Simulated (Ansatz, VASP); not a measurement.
# One calculation of N, two programs

INCAR

```
PREC = Accurate
ENCUT = 520
EDIFF = 1E-7
ISMEAR = 0
SIGMA = 0.1
LREAL = False
LASPH = True
NELM = 60
ALGO = Normal
ISIF = 2
LWAVE = False
LCHARG = False
LDIPOL = True
IDIPOL = 3
DIPOL = 0.5 0.5 0.694
GGA = PE
IVDW = 12
NBANDS = 12
```

KPOINTS

```
Automatic mesh
0
Gamma
  3 3 1
```

Contents of POSCAR:

```
N
1.0
    8.0601468051      0.0000000000      0.0000000000
   -4.0300734025      6.9802918914      0.0000000000
    0.0000000000      0.0000000000     22.1131764426
N
2
Direct
    0.1177175712      0.3585460423      0.6903773557
    0.2013733212      0.2861692966      0.6981189800
```

Input for Ansatz:

```yaml
crystal:
  lattice:
    - [8.0601468051, 0.0, 0.0]
    - [-4.0300734025, 6.9802918914, 0.0]
    - [0.0, 0.0, 22.1131764426]
  atoms:
    - { symbol: "N", position: [0.1177175712, 0.3585460423, 0.6903773557] }
    - { symbol: "N", position: [0.2013733212, 0.2861692966, 0.69811898] }
basis:
  ecutwfc: 420
kpoints:
  mp_grid: { grid: [3, 3, 1] }
hamiltonian:
  xc: pbe
  dispersion: d3bj
scf:
  occupations: { method: gaussian, width: 0.1 }
output:
  forces: true
  eigenvalues: true
  write_density: true
  volumetric_format: npy
efield:
  axis: 3
  dipole_correction: true
  ramp_width: 0.04
```

Alike in both runs: task single point; functional PBE; dispersion D3(BJ); k mesh 3 × 3 × 1; occupations gaussian, width 0.1 eV; no spin polarisation.

```csv
,VASP,Ansatz
version,VASP 6.6.1,Ansatz 0.2.0
potentials or method,"VASP PAW PBE potentials, release 64 (N), cutoff 520 eV","scalar-relativistic, plane waves, PAW"
valence electrons in the cell,10,10
```

|  | VASP | Ansatz | Ansatz less VASP |
| --- | --- | --- | --- |
| gap on the k mesh at the Fermi level (eV) | 8.18 | 8.22 | +0.041 |
| rms of the force components (eV/Å) | 0.881 | 0.106 | -0.7752 |

Atom by atom the forces differ by 0.986 eV/Å (rms over components). One of these differences is far larger than is usual between the two programs; its cause wasn't traced.

Noted on VASP's run: the standard files for N, O and F lose accuracy on very short bonds.
